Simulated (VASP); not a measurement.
The system is LaZn.

```
La Zn
1.0
     3.75000    0.00000    0.00000
     0.00000    3.75000    0.00000
     0.00000    0.00000    3.75000
La Zn
1 1
Direct
  0.50000 0.50000 0.50000
  0.00000 0.00000 0.00000
```

| Item | Value |
| --- | --- |
| Program | VASP 6.6.1 |
| Task | relaxation of cell and atoms |
| Functional | PBEsol |
| Potentials or basis | VASP PAW PBE potentials, release 64 (La, Zn) |
| Cutoff | 600 eV |
| k mesh | 5 × 5 × 5 |
| Occupations | gaussian, width 0.05 eV |
| Spin | no spin polarisation |

At the start: pressure -3.0 GPa; volume 26.37 Å³/atom.

Problem. How do energy, volume and symmetry change on relaxing?

Solution. Over 6 steps the energy falls by 15.6 meV/atom and the volume is 24.76 Å³/atom (-6.1 %); space group Pm-3m (No. 221, to 0.05 Å).

Step by step:
```csv
step,energy change (eV),largest force (eV/Å),pressure (GPa),volume (Å³)
1,0.0000,0.0000,-2.96,52.73
2,-0.0306,0.0000,0.47,49.10
3,-0.0312,0.0000,-0.03,49.52
4,-0.0312,0.0000,0.06,49.46
5,-0.0312,0.0000,-0.01,49.53
6,-0.0312,0.0000,-0.01,49.52
```

Final structure:
```cif
data_structure
_symmetry_space_group_name_H-M 'P 1'
_symmetry_Int_Tables_number 1
_cell_length_a 3.6723
_cell_length_b 3.6723
_cell_length_c 3.6723
_cell_angle_alpha 90.000
_cell_angle_beta 90.000
_cell_angle_gamma 90.000
_cell_volume 49.52
loop_
_atom_site_label
_atom_site_type_symbol
_atom_site_fract_x
_atom_site_fract_y
_atom_site_fract_z
_atom_site_occupancy
La1 La 0.50000 0.50000 0.50000 1
Zn1 Zn 0.00000 0.00000 0.00000 1
```

Caveat: the PAW data sets were made with another functional, which shifts forces and pressure a little.
